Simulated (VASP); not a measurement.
NaB, 2 atoms in the cell. The structure is cubic, space group Fm-3m (No. 225). Conventional cell: a = 4.769 Å, b = 4.769 Å, c = 4.769 Å, α = 90.00°, β = 90.00°, γ = 90.00°. Na (site symmetry m-3m) has 6 B at 2.38 Å within 3.1 Å. B (site symmetry m-3m) has 6 Na at 2.38 Å within 3.1 Å. 

```yaml
Program: VASP 6.6.1
Task: single point
Functional: PBE
Potentials_or_basis: VASP PAW PBE potentials, release 64 (Na_pv, B)
Cutoff: 500 eV
k_mesh: 7 × 7 × 7
Occupations: fermi-dirac, width 0.1 eV
Spin: no spin polarisation
Dipole_correction: no
Further_INCAR_settings: ALGO = Normal; EDIFF = 1e-06; NBANDS = 12
```

Potentials or basis: VASP PAW PBE potentials, release 64 (Na_pv, B).

Launch:

```sh
$ cat potpaw_PBE.64/Na_pv/POTCAR potpaw_PBE.64/B/POTCAR > POTCAR
$ mpirun -np 1 vasp_std > vasp.out
```

Hardware: 1 thread of Intel(R) Xeon(R) Platinum 8259CL CPU @ 2.50GHz (Skylake/Cascade Lake), with other jobs on the host.

How long does it take, and how much memory?

It took 7.2 s on 1 thread of Intel(R) Xeon(R) Platinum 8259CL CPU @ 2.50GHz (Skylake/Cascade Lake) (shared host), peak memory 0.14 GiB. Counts: scf iterations 10, k points 20.
